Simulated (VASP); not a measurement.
BP, 4 atoms in the cell. It takes space group I-4m2 (No. 119, tetragonal). Conventional cell: a = 3.340 Å, b = 3.340 Å, c = 4.424 Å, α = 90.00°, β = 90.00°, γ = 90.00°. Within 2.7 Å of B (site symmetry -4m2) lie 4 P at 2.00 Å. Within 2.7 Å of P (site symmetry -4m2) lie 4 B at 2.00 Å. 

```yaml
Program: VASP 6.6.1
Task: single point
Functional: PBEsol
Potentials_or_basis: VASP PAW PBE potentials, release 64 (B, P)
Cutoff: 520 eV
k_mesh: 8 × 8 × 6
Occupations: gaussian, width 0.02 eV
Spin: no spin polarisation
Dipole_correction: no
Further_INCAR_settings: ALGO = Normal; EDIFF = 1e-06; NBANDS = 16
```

Potentials or basis: VASP PAW PBE potentials, release 64 (B, P).

Run with:

```bash
$ cat potpaw_PBE.64/B/POTCAR potpaw_PBE.64/P/POTCAR > POTCAR
$ mpirun -np 1 vasp_std > vasp.out
```

Hardware: 1 thread of Intel(R) Xeon(R) Platinum 8488C (Sapphire Rapids), with other jobs on the host.

Task: How long does it take, and how much memory?

Result: Wall time 34 s on 1 thread of Intel(R) Xeon(R) Platinum 8488C (Sapphire Rapids) (shared host), peak memory 0.18 GiB. Counts: scf iterations 12, k points 60.
